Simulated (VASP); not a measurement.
Wanted: the native input for a VASP 6.6.1 run.

* Task: single point
* Functional: PBEsol
* Potentials or basis: VASP PAW PBE potentials, release 64 (Pt, Se)
* Cutoff: 520 eV
* k mesh: 6 × 6 × 4
* Occupations: fermi-dirac, width 0.03 eV
* Spin: no spin polarisation
* Dipole correction: no
* Further INCAR settings: ALGO = Normal; EDIFF = 1e-07; NBANDS = 18

The structure of PtSe2 lies in POSCAR:

```
PtSe2
1.0
    3.7559384456      0.0000000000      0.0000000000
   -1.8779692228      3.2527381090      0.0000000000
    0.0000000000      0.0000000000      4.8769367212
Pt Se
1 2
Direct
    0.0000000000      0.0000000000      0.0000000000
    0.6666666667      0.3333333333      0.7389752884
    0.3333333333      0.6666666667      0.2610247116
```

One way to write it, as run:

INCAR

```
PREC = Accurate
ENCUT = 520
EDIFF = 1E-7
ISMEAR = -1
SIGMA = 0.03
LREAL = False
LASPH = True
NELM = 80
ALGO = Normal
ISIF = 2
LWAVE = False
LCHARG = True
GGA = PS
LELF = True
LVHAR = True
NBANDS = 18
```

KPOINTS

```
Automatic mesh
0
Gamma
  6 6 4
```

Potentials or basis: VASP PAW PBE potentials, release 64 (Pt, Se).

Command:

```bash
$ cat potpaw_PBE.64/Pt/POTCAR potpaw_PBE.64/Se/POTCAR > POTCAR
$ mpirun -np 1 vasp_std > vasp.out
```

It gave:

```json
{
 "Pressure": "0.1 GPa",
 "Largest force": "0.014 eV/Å",
 "Band gap on the k mesh": "zero (band 11 reaches 7.28 eV, above the bottom of band 12 at 6.53 eV)"
}
```

Caveat: the PAW data sets were made with another functional, which shifts forces and pressure a little; spin-orbit coupling is left out, which moves the levels of the heavy elements.

It took 17 s on 1 thread of Intel(R) Xeon(R) Platinum 8375C CPU @ 2.90GHz (Ice Lake), on a shared host, peak memory 0.18 GiB.
